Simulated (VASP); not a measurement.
Ti12H (a cell with a defect), 13 atoms in the cell. The cell holds a defect, 13 atoms: a = 5.900 Å, b = 8.850 Å, c = 4.685 Å, α = 90.00°, β = 90.00°, γ = 120.00°. 

```yaml
Program: VASP 6.6.1
Task: single point
Functional: PBEsol
Potentials_or_basis: VASP PAW PBE potentials, release 64 (Ti_sv, H)
Cutoff: 520 eV
k_mesh: 4 × 3 × 5
Occupations: gaussian, width 0.1 eV
Spin: no spin polarisation
Dipole_correction: no
Further_INCAR_settings: ALGO = Normal; EDIFF = 1e-06; NBANDS = 84
```

Potentials or basis: VASP PAW PBE potentials, release 64 (Ti_sv, H).

Run with:

```console
$ cat potpaw_PBE.64/Ti_sv/POTCAR potpaw_PBE.64/H/POTCAR > POTCAR
$ mpirun -np 1 vasp_std > vasp.out
```

Hardware: 1 thread of Oxide Virtual Turin-like Processor, on a shared host.

Estimate the wall time of this run.

Run time: 35 min on 1 thread of Oxide Virtual Turin-like Processor (shared host), peak memory 0.53 GiB. Counts: scf iterations 20, k points 31.
